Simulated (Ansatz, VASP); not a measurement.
BaS: VASP beside Ansatz

```
Ba S
1.0
     0.00000    3.13825    3.21180
     3.13825    0.00000    3.21180
     3.13825    3.13825    0.00000
Ba S
1 1
Direct
  0.00000 0.00000 0.00000
  0.50000 0.50000 0.50000
```

Change from the starting cell: biaxial_xy strain -2.3%.

Alike in both runs: task single point; functional HSE06; k mesh 6 × 6 × 6; no spin polarisation.

|  | VASP | Ansatz |
| --- | --- | --- |
| version | VASP 6.6.1 | Ansatz 0.2.0 |
| potentials or method | VASP PAW PBE potentials, release 64 (Ba_sv, S) | plane waves, PAW |
| plane-wave cutoff (eV) | 520 | 420 |
| occupations | gaussian, width 0.01 eV | fixed |
| valence electrons in the cell | 16 | 16 |

Ansatz gave:

```
gap on the k mesh at the Fermi level (eV)                     : 3.04
pressure (GPa)                                                : 2.0
traceless stress, the component that is largest in VASP (GPa) : -1.41
```

Task: Estimate VASP's values.

Result: gap on the k mesh at the Fermi level (eV): 2.93; pressure (GPa): 2.6; traceless stress, the component that is largest in VASP (GPa): -1.53.

Ansatz's warnings: stress exchange threshold loose, stress scf threshold loose.

Neither program's run includes spin-orbit coupling.
